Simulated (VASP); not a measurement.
Runs of VASP 6.6.1 on As. The structure is that of space group R-3m (No. 166), or close to it. The cells are those of the table. 

```csv
potentials or basis,cell,k mesh,cutoff (eV),smearing,second run,gap on the mesh (eV),pressure (GPa),largest force (eV/Å)
"VASP PAW LDA potentials, release 64 (As)","a = 3.977 Å, angles 56.4°, 2 atoms",15 × 15 × 15,520,fermi-dirac 0.15 eV,-,none,(c),0.06
"VASP PAW LDA potentials, release 64 (As_d)","a = 4.131 Å, angles 54.2°, 2 atoms",6 × 6 × 6,600,gaussian 0.1 eV,valence_matched,none,-1.3,(b)
"VASP PAW LDA potentials, release 64 (As)","a = 3.974 Å, angles 56.5°, 2 atoms",15 × 15 × 15,520,gaussian 0.1 eV,-,none,0.5,(a)
"VASP PAW LDA potentials, release 64 (As)","a = 4.131 Å, angles 54.2°, 2 atoms",6 × 6 × 6,520,gaussian 0.1 eV,-,none,-1.1,0.23
```

Alike in all rows: task single point; level LDA; no spin polarisation.

Problem. Estimate the missing entries.

Solution. (a) 0.07; (b) 0.20; (c) 0.4.

A k mesh can miss the band edges, and the runs leave out spin-orbit coupling on As.

A gap of «none» marks levels without a gap at the run's occupations.

The runs don't all hold the same shells in valence.
